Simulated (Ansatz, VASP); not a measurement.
# Two plane-wave programs on AlRu

```
CELL_PARAMETERS angstrom
2.97633 0.00000 0.00000
0.00000 2.97633 0.00000
0.00000 0.00000 5.95265
ATOMIC_POSITIONS crystal
Al 0.00000 0.00000 0.99755
Al 0.00000 0.00000 0.50245
Ru 0.49483 0.50000 0.25000
Ru 0.50517 0.50000 0.75000
```

Change from the starting cell: mode 4 frozen in at -0.015 Å and mode 12 at -0.015 Å (largest displacements).

Alike in both runs: task single point; functional PBEsol; k mesh 16 × 16 × 8; occupations gaussian, width 0.15 eV; no spin polarisation.

```csv
,VASP,Ansatz
version,VASP 6.6.1,Ansatz 0.2.0
potentials or method,"VASP PAW PBE potentials, release 64 (Al, Ru_pv), cutoff 520 eV","scalar-relativistic, plane waves, PAW"
valence electrons in the cell,34,38
```

```csv
,VASP,Ansatz,Ansatz less VASP
gap on the k mesh at the Fermi level (eV),none,none,-
pressure (GPa),0.1,0.0,-0.09
rms of the force components (eV/Å),0.093,0.092,-0.0007
```

VASP's potentials were made for PBE, not for PBEsol, and Ansatz warns of the same on its side. Atom by atom the forces differ by 0.001 eV/Å (rms over components). A gap of «none» marks a metal or a gap that the smearing closes. VASP's potentials hold 34 valence electrons a cell and Ansatz's 38, so a difference there can come from the potentials and not from the codes.
